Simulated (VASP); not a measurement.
# Yb (Fd-3m) in VASP: single point with PBE

Aim: the single point of Yb with PBE.

Everything below comes from runs of VASP 6.6.1. Logs are shortened: lines on timing, memory, paths and dates and some standing lists are left out, and cuts for length are marked.

## (1) The cell of the first run

The structure is cubic, space group Fd-3m (No. 227). The conventional cell has a = 8.643 Å, b = 8.643 Å, c = 8.643 Å, α = 90.00°, β = 90.00°, γ = 90.00°. Yb (site symmetry -43m) has 4 Yb at 3.74 Å within 4.9 Å.

## (2) Single point, PBE

Contents of INCAR:

```
PREC     = Accurate       # precision mode
ENCUT    = 520            # plane-wave cutoff, eV
EDIFF    = 1E-7           # SCF threshold, eV
ISMEAR   = -1             # smearing method
SIGMA    = 0.1            # smearing width, eV
LREAL    = False          # projectors in reciprocal space
LASPH    = True           # aspherical terms in the spheres
NELM     = 60             # most SCF steps
ALGO     = Normal         # electronic algorithm
ISIF     = 2              # what is computed and relaxed
LWAVE    = False          # write WAVECAR
LCHARG   = True           # write CHGCAR
GGA      = PE             # functional
LELF     = True           # ELF
LVHAR    = True         
NBANDS   = 31             # bands
```

Contents of KPOINTS:

```
Automatic mesh
0
Gamma
  11 11 11
```

Contents of POSCAR:

```
Yb
1.0
    0.0000000000      4.3217002875      4.3217002875
    4.3217002875      0.0000000000      4.3217002875
    4.3217002875      4.3217002875      0.0000000000
Yb
2
Direct
    0.1250000000      0.1250000000      0.1250000000
    0.8750000000      0.8750000000      0.8750000000
```

Potentials or basis: VASP PAW PBE potentials, release 64 (Yb).

Run with:

```sh
$ cat potpaw_PBE.64/Yb/POTCAR > POTCAR
$ mpirun -np 1 vasp_std > vasp.out
```

OUTCAR:

```text
PREC = Accurate
   ENCUT = 520
   EDIFF = 1E-7
   ISMEAR = -1
   LREAL = False
   LASPH = True
   NELM = 60
   ISIF = 2
   GGA = PE

 ion  position               nearest neighbor table
   1  0.125  0.125  0.125-   2 3.74   2 3.74   2 3.74   2 3.74
   2  0.875  0.875  0.875-   1 3.74   1 3.74   1 3.74   1 3.74

  LATTYP: Found a face centered cubic cell.
 ALAT       =     8.6434005750

  Lattice vectors:

 A1 = (   0.0000000000,   4.3217002875,   4.3217002875)
 A2 = (   4.3217002875,   0.0000000000,   4.3217002875)
 A3 = (   4.3217002875,   4.3217002875,   0.0000000000)

Analysis of symmetry for initial positions (statically):
=====================================================================
 Subroutine PRICEL returns:
 Original cell was already a primitive cell.

 Routine SETGRP: Setting up the symmetry group for a
 face centered cubic supercell.

 Subroutine GETGRP returns: Found 48 space group operations
 (whereof 12 operations were pure point group operations)
 out of a pool of 48 trial point group operations.

The static configuration has the point symmetry D_3d.
 The point group associated with its full space group is O_h .

Analysis of symmetry for dynamics (positions and initial velocities):
=====================================================================
 Subroutine PRICEL returns:
 Original cell was already a primitive cell.

 Routine SETGRP: Setting up the symmetry group for a
 face centered cubic supercell.

 Subroutine GETGRP returns: Found 48 space group operations
 (whereof 12 operations were pure point group operations)
 out of a pool of 48 trial point group operations.

The dynamic configuration has the point symmetry D_3d.
 The point group associated with its full space group is O_h .

 Subroutine INISYM returns: Found 48 space group operations
 (whereof 12 operations are pure point group operations),
 and found     1 'primitive' translations

----------------------------------------------------------------------------------------

                                     Primitive cell

  volume of cell :     161.4336

  direct lattice vectors                    reciprocal lattice vectors
     0.000000000  4.321700287  4.321700287    -0.115695205  0.115695205  0.115695205
     4.321700287  0.000000000  4.321700287     0.115695205 -0.115695205  0.115695205
     4.321700287  4.321700287  0.000000000     0.115695205  0.115695205 -0.115695205
[... 74 lines left out ...]
 SYSTEM =  unknown system
   PREC   = accura    normal or accurate (medium, high low for compatibility)
   ISTART =      0    job   : 0-new  1-cont  2-samecut
   ICHARG =      2    charge: 1-file 2-atom 10-const
   ISPIN  =      1    spin polarized calculation?
   LNONCOLLINEAR =      F non collinear calculations
   LSORBIT =      F    spin-orbit coupling
   LASPH  =      T    aspherical Exc in radial PAW
   ENCUT  =  520.0 eV  38.22 Ry    6.18 a.u.  11.36 11.36 11.36*2*pi/ulx,y,z
   NELM   =     60;   NELMIN=  2; NELMDL= -5     # of ELM steps
   EDIFF  = 0.1E-06   stopping-criterion for ELM
   LREAL  =      F    real-space projection
   EDIFFG = 0.1E-05   stopping-criterion for IOM
   NSW    =      0    number of steps for IOM
   IBRION =     -1    ionic relax: 0-MD 1-quasi-New 2-CG
   NFREE  =      0    steps in history (QN), initial steepest desc. (CG)
   ISIF   =      2    stress and relaxation
   ISYM   =      2    0-nonsym 1-usesym 2-fastsym
   POTIM  = 0.5000    time-step for ionic-motion
   TEBEG  =    0.0;   TEEND  =   0.0 temperature during run
   PSTRESS=    0.0 pullay stress
   NELECT =      48.0000    total number of electrons
   NUPDOWN=      -1.0000    fix difference up-down
   EMIN   =  10.00;   EMAX   =-10.00  energy-range for DOS
   EFERMI =   0.00;   METHOD = LEGACY
   ISMEAR =    -1;   SIGMA  =   0.10  broadening in eV -4-tet -1-fermi 0-gaus
   EFERMI_NEDOS =   21; number of points for ismear=-14 and -15
   IALGO  =     38    algorithm
   IMIX   =      4    mixing-type and parameters
     AMIX     =   0.40;   BMIX     =  1.00
     AMIX_MAG =   1.60;   BMIX_MAG =  1.00
  volume/ion in A,a.u.               =      80.72       544.70
  Fermi-wavevector in a.u.,A,eV,Ry     =   1.092674  2.064854 16.244491  1.193936
  Thomas-Fermi vector in A             =   2.228944
   LORBIT       =      0    0 simple, 1 ext, 2 COOP (PROOUT), +10 PAW based schemes
   GGA     = PE    functional components
   LHFCALC =     F    Hartree Fock is set to
   AEXX    =    0.0000 exact exchange contribution
   IVDW    =     0    specifies the selected vdW correction
   LEPSILON=     F    determine dielectric tensor
   LRPA    =     F    only Hartree local field effects (RPA)
 non-spin polarized calculation
  energy-cutoff  :      520.00
  volume of cell :      161.43
 maximum number of plane-waves:      4373
 NGX is ok and might be reduce to    48
   NGX = 23   NGY = 23   NGZ = 23

 number of electron      47.9999998 magnetization

 Free energy of the ion-electron system (eV)
  ---------------------------------------------------
  ext. energy  EPLUGINS =         0.00000000
  ---------------------------------------------------
  free energy    TOTEN  =        -4.82962911 eV

  energy without entropy =       -4.66268675  energy(sigma->0) =       -4.74615793

 E-fermi :  -0.5042     XC(G=0):  -6.2877

 val. band max:       -0.5170862767   @ k =  -0.4545   0.3636   0.0000
 cond. band min:      -0.5027107807   @ k =  -0.1818   0.1818   0.0000
 fundamental gap:      0.0143754960
 Fermi energy:        -0.5041545839

 k-point     1 :       0.0000    0.0000    0.0000
  band No.  band energies     occupation
      1     -52.8628      2.00000
      2     -52.8533      2.00000
      3     -25.3243      2.00000
      4     -25.3243      2.00000
      5     -25.3243      2.00000
      6     -25.2389      2.00000
[... 805 lines left out ...]
     30       1.3706      0.00000
     31       1.5497      0.00000

 [... further k-points ...]
[... 5 lines left out ...]
  --------------------------------------------------------------------------------------
  -------------------------------------------------------------------------------------
  Total       -0.1361276     -0.1361276     -0.1361276     -0.0000000     -0.0000000     -0.0000000
  in kB       -1.3510235     -1.3510235     -1.3510235     -0.0000000     -0.0000000     -0.0000000
  external PRESSURE =      -1.3510235 kB  Pullay stress =       0.0000000 kB

 VOLUME and BASIS-vectors are now :
 -----------------------------------------------------------------------------
  energy-cutoff  :      520.00
  volume of cell :      161.43
      direct lattice vectors                 reciprocal lattice vectors
     0.000000000  4.321700287  4.321700287    -0.115695205  0.115695205  0.115695205
     4.321700287  0.000000000  4.321700287     0.115695205 -0.115695205  0.115695205
     4.321700287  4.321700287  0.000000000     0.115695205  0.115695205 -0.115695205

 POSITION                                       TOTAL-FORCE (eV/Angst)
 -----------------------------------------------------------------------------------
      1.08043      1.08043      1.08043         0.000000      0.000000      0.000000
      7.56298      7.56298      7.56298        -0.000000     -0.000000     -0.000000
 -----------------------------------------------------------------------------------
    total drift:                                0.000000      0.000000      0.000000

  FREE ENERGIE OF THE ION-ELECTRON SYSTEM (eV)
  ---------------------------------------------------
  free  energy   TOTEN  =        -4.8296291082 eV

  energy  without entropy=       -4.6626867537  energy(sigma->0) =       -4.74615793
```

stdout:

```text
POSCAR found type information on POSCAR Yb
 POSCAR found :  1 types and       2 ions
 scaLAPACK will be used
 LDA part: xc-table for (Slater+PW92), standard interpolation
 POSCAR, INCAR and KPOINTS ok, starting setup
 FFT: planning ... GRIDC
 FFT: planning ... GRID_SOFT
 FFT: planning ... GRID
 WAVECAR not read
 entering main loop
```

Run time: 10 min. Hardware: 1 thread of Intel Xeon Platinum 8375C at 2.90GHz (Ice Lake), shared host; peak memory 0.47 GiB.

What came out:

* Free energy: -4.8296 eV
* Pressure: -0.1 GPa
* Band gap on the k mesh: zero (band 24 reaches 0.41 eV, above the bottom of band 25 at -0.64 eV)

Caveat: spin-orbit coupling is left out, which moves the levels of the heavy elements.
